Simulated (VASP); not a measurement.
# AlP5 (F-43m) in VASP: a series of runs, part 2 of 2

VASP 6.6.1.

## 4. Relaxation of cell and atoms, PBE

This run uses another cell than the first one, of 19.40 Å³/atom, 1.281 times its volume.

File INCAR:

```
SYSTEM = AlP5
PREC = Accurate
ENCUT = 600
EDIFF = 1E-6
ISMEAR = 0
SIGMA = 0.1
LREAL = .False.
LASPH = .True.
NELM = 80
ALGO = Normal
ISIF = 3
LWAVE = .False.
LCHARG = .False.
GGA = PE
IBRION = 2
NSW = 90
EDIFFG = -0.04
```

File KPOINTS:

```
Automatic mesh
0
Gamma
  4 4 4
  0 0 0
```

File POSCAR:

```
AlP5
1.0
    0.0000000000      3.8753257600      3.8753257600
    3.8753257600      0.0000000000      3.8753257600
    3.8753257600      3.8753257600      0.0000000000
Al P
1 5
Direct
    0.0000000000      0.0000000000      0.0000000000
    0.3750000000      0.3750000000      0.8750000000
    0.3750000000      0.8750000000      0.3750000000
    0.8750000000      0.3750000000      0.3750000000
    0.3750000000      0.3750000000      0.3750000000
    0.7500000000      0.7500000000      0.7500000000
```

Run with:

```bash
$ cat potpaw_PBE.64/Al/POTCAR potpaw_PBE.64/P/POTCAR > POTCAR
$ mpirun -np 1 vasp_std > vasp.out
```

It took 65 s on 1 thread of Intel Xeon 6975P-C, shared host; peak memory 0.32 GiB.

Results (log left out):

| Quantity | Value |
| --- | --- |
| Free energy | -27.1367 eV |
| Relaxed volume | 15.12 Å³/atom |
| Relaxed cell | a = 5.044 Å, b = 5.044 Å, c = 5.044 Å, α = 60.00°, β = 60.00°, γ = 60.00° |
| Space group after relaxing (to 0.05 Å) | F-43m (No. 216) |
| Energy gained by relaxing | 217.7 meV/atom |
| Ionic steps | 3 |
| Pressure after relaxing | -0.1 GPa |
| Band gap on the k mesh | zero (band 14 reaches 9.10 eV, above the bottom of band 15 at 6.82 eV) |

Step by step:
```
step  energy change (eV)  largest force (eV/Å)  pressure (GPa)  volume (Å³)
   1              0.0000                0.0621          -13.10       116.40
   2             -1.3032                0.0140           -0.93        91.67
   3             -1.3062                0.0168           -0.07        90.74
```

Final structure:
```cif
data_structure
_symmetry_space_group_name_H-M 'P 1'
_symmetry_Int_Tables_number 1
_cell_length_a 5.0440
_cell_length_b 5.0440
_cell_length_c 5.0440
_cell_angle_alpha 60.000
_cell_angle_beta 60.000
_cell_angle_gamma 60.000
_cell_volume 90.74
loop_
_atom_site_label
_atom_site_type_symbol
_atom_site_fract_x
_atom_site_fract_y
_atom_site_fract_z
_atom_site_occupancy
Al1 Al 0.00000 0.00000 0.00000 1
P1 P 0.37523 0.37523 0.87430 1
P2 P 0.37523 0.87430 0.37523 1
P3 P 0.87430 0.37523 0.37523 1
P4 P 0.37523 0.37523 0.37523 1
P5 P 0.75000 0.75000 0.75000 1
```

Levels at points of the mesh, in eV from the Fermi level:
| k point | band 12 | band 13 | band 14 | band 15 | band 16 | band 17 |
| --- | --- | --- | --- | --- | --- | --- |
| (0.00, 0.00, 0.00) | -2.32 | -2.32 | -2.32 | -2.31 | 4.28 | 4.28 |
| (0.50, 0.00, 0.00) | -2.03 | -1.74 | -1.74 | 0.81 | 1.41 | 2.03 |
| (0.50, 0.50, 0.00) | -1.66 | -1.28 | -1.25 | -0.19 | 0.14 | 1.37 |

Caveat: the volume moved by over 15 % at a fixed basis, so the end points are rough.

## 5. Single point, PBE

This run uses another cell than the first one, of 15.34 Å³/atom, 1.013 times its volume.

File INCAR:

```
  PREC = Accurate
  ENCUT = 520
  EDIFF = 1E-6
  ISMEAR = 0
  SIGMA = 0.1
  LREAL = F
  LASPH = T
  NELM = 100
  ALGO = Normal
  ISIF = 2
  LWAVE = F
  LCHARG = F
  GGA = PE
  NBANDS = 23
```

File KPOINTS:

```
Automatic mesh
0
Gamma
  10 10 10
```

File POSCAR:

```
AlP5
1.0
    0.0000000000      3.5839448853      3.5839448853
    3.5839448853      0.0000000000      3.5839448853
    3.5839448853      3.5839448853      0.0000000000
Al P
1 5
Direct
    0.0000000000      0.0000000000      0.0000000000
    0.6225017490      0.6225017490      0.6225017490
    0.1324947530      0.6225017490      0.6225017490
    0.6225017490      0.6225017490      0.1324947530
    0.6225017490      0.1324947530      0.6225017490
    0.2500000000      0.2500000000      0.2500000000
```

Run with:

```bash
$ cat potpaw_PBE.64/Al/POTCAR potpaw_PBE.64/P/POTCAR > POTCAR
$ mpirun -np 1 vasp_std > vasp.out
```

Wall time 90 s (1 thread of Intel Xeon 6975P-C, shared host); peak memory 0.27 GiB.

It converged, with:

```yaml
Free_energy: -26.5187 eV
Pressure: -0.2 GPa
Largest_force: 0.016 eV/Å
Band_gap_on_the_k_mesh: zero (band 14 reaches 9.48 eV, above the bottom of band 15 at 6.74 eV)
```

Forces on the atoms (eV/Å):
```
Al   0.000  0.000  0.000
P   -0.009 -0.009 -0.009
P   -0.009  0.009  0.009
P    0.009  0.009 -0.009
P    0.009 -0.009  0.009
P    0.000  0.000  0.000
```

Levels at points of the mesh, in eV from the Fermi level:
| k point | band 10 | band 11 | band 12 | band 13 | band 14 | band 15 | band 16 | band 17 | band 18 | band 19 |
| --- | --- | --- | --- | --- | --- | --- | --- | --- | --- | --- |
| (0.00, 0.00, 0.00) | -3.87 | -3.87 | -2.33 | -2.30 | -2.30 | -2.30 | 4.07 | 4.07 | 4.07 | 4.45 |
| (0.50, 0.00, 0.00) | -2.24 | -2.24 | -2.10 | -1.96 | -1.96 | 0.55 | 1.34 | 1.97 | 1.97 | 4.45 |
| (0.50, 0.50, 0.00) | -2.25 | -1.72 | -1.72 | -1.54 | -1.19 | -0.08 | 0.09 | 1.26 | 1.26 | 1.55 |

## 6. Relaxation of cell and atoms, PBE

File INCAR:

```
PREC     = Accurate       # precision mode
ENCUT    = 600            # plane-wave cutoff, eV
EDIFF    = 1E-7           # SCF threshold, eV
ISMEAR   = 0              # smearing method
SIGMA    = 0.1            # smearing width, eV
LREAL    = F              # projectors in reciprocal space
LASPH    = T              # aspherical terms in the spheres
NELM     = 80             # most SCF steps
ALGO     = Normal         # electronic algorithm
ISIF     = 3              # what is computed and relaxed
LWAVE    = F              # write WAVECAR
LCHARG   = F              # write CHGCAR
GGA      = PE             # functional
IBRION   = 2              # ionic algorithm
NSW      = 100            # ionic steps
EDIFFG   = -0.01          # ionic threshold
```

KPOINTS is that of step 5.

File POSCAR:

```
AlP5
1.0
    0.0000000000      3.5681306323      3.5681306323
    3.5681306323      0.0000000000      3.5681306323
    3.5681306323      3.5681306323      0.0000000000
Al P
1 5
Direct
    0.0000000000      0.0000000000      0.0000000000
    0.6248967982      0.6248967982      0.6248967982
    0.1253096055      0.6248967982      0.6248967982
    0.6248967982      0.6248967982      0.1253096055
    0.6248967982      0.1253096055      0.6248967982
    0.2500000000      0.2500000000      0.2500000000
```

Potentials or basis: VASP PAW PBE potentials, release 64 (Al, P).

Run with:

```bash
$ cat potpaw_PBE.64/Al/POTCAR potpaw_PBE.64/P/POTCAR > POTCAR
$ mpirun -np 1 vasp_std > vasp.out
```

Run time: 8.4 min. Hardware: 1 thread of Intel Xeon 6975P-C, shared host; peak memory 0.28 GiB.

Results (log left out):

```yaml
Free_energy: -26.5200 eV
Relaxed_volume: 15.33 Å³/atom
Relaxed_cell: a = 5.067 Å, b = 5.067 Å, c = 5.067 Å, α = 60.00°, β = 60.00°, γ = 60.00°
Space_group_after_relaxing_to_0.05_Å: F-43m (No. 216)
Energy_gained_by_relaxing: 1.3 meV/atom
Ionic_steps: 10
Pressure_after_relaxing: 0.0 GPa
Band_gap_on_the_k_mesh: zero (band 14 reaches 9.49 eV, above the bottom of band 15 at 6.76 eV)
```

Forces on the atoms (eV/Å):
```
Al   0.000  0.000  0.000
P   -0.002 -0.002 -0.002
P   -0.002  0.002  0.002
P    0.002  0.002 -0.002
P    0.002 -0.002  0.002
P    0.000  0.000  0.000
```

The path:
```csv
step,energy change (eV),largest force (eV/Å),pressure (GPa),volume (Å³)
1,0.0000,0.0853,0.81,90.86
2,-0.0035,0.0705,-0.09,91.86
3,-0.0035,0.0694,-0.18,91.96
4,-0.0046,0.0595,-0.14,91.92
5,-0.0069,0.0299,0.03,91.79
6,-0.0061,0.0442,0.61,91.53
7,-0.0075,0.0073,0.20,91.69
8,-0.0076,0.0034,0.22,91.68
9,-0.0077,0.0032,-0.18,92.24
10,-0.0078,0.0029,-0.02,92.01
```

Final structure:
```cif
data_structure
_symmetry_space_group_name_H-M 'P 1'
_symmetry_Int_Tables_number 1
_cell_length_a 5.0674
_cell_length_b 5.0674
_cell_length_c 5.0674
_cell_angle_alpha 60.000
_cell_angle_beta 60.000
_cell_angle_gamma 60.000
_cell_volume 92.01
loop_
_atom_site_label
_atom_site_type_symbol
_atom_site_fract_x
_atom_site_fract_y
_atom_site_fract_z
_atom_site_occupancy
Al1 Al 0.00000 0.00000 0.00000 1
P1 P 0.62210 0.62210 0.62210 1
P2 P 0.13369 0.62210 0.62210 1
P3 P 0.62210 0.62210 0.13369 1
P4 P 0.62210 0.13369 0.62210 1
P5 P 0.25000 0.25000 0.25000 1
```

Levels at points of the mesh, in eV from the Fermi level:
| k point | band 10 | band 11 | band 12 | band 13 | band 14 | band 15 | band 16 | band 17 | band 18 |
| --- | --- | --- | --- | --- | --- | --- | --- | --- | --- |
| (0.00, 0.00, 0.00) | -3.88 | -3.88 | -2.31 | -2.30 | -2.30 | -2.30 | 4.07 | 4.07 | 4.07 |
| (0.50, 0.00, 0.00) | -2.22 | -2.22 | -2.10 | -1.98 | -1.98 | 0.53 | 1.36 | 1.98 | 1.98 |
| (0.50, 0.50, 0.00) | -2.27 | -1.72 | -1.72 | -1.57 | -1.16 | -0.03 | 0.09 | 1.26 | 1.26 |

## 7. The runs side by side

```csv
task,cell,k mesh,cutoff (eV),gap on the mesh (eV),pressure (GPa),relaxed volume (Å³/atom)
single point,"a = 5.046 Å, angles 60.0°, 6 atoms",4 × 4 × 4,520,none,-0.2,-
single point,"a = 5.481 Å, angles 60.0°, 6 atoms",4 × 4 × 4,520,none,-13.1,-
relaxation of cell and atoms,"relaxed from a = 5.481 Å, angles 60.0°, 6 atoms",4 × 4 × 4,600,none,-0.1,15.12
single point,"a = 5.068 Å, angles 60.0°, 6 atoms",10 × 10 × 10,520,none,-0.2,-
relaxation of cell and atoms,"relaxed from a = 5.046 Å, angles 60.0°, 6 atoms",10 × 10 × 10,600,none,0.0,15.33
```

Alike in all rows: level PBE; potentials or basis VASP PAW PBE potentials, release 64 (Al, P); no spin polarisation; smearing gaussian 0.1 eV.

Caveats: some runs use coarse meshes; the volume moved by over 15 % at a fixed basis, so the end points are rough (some runs).

Absolute energies hang on the potentials; compare differences alone.
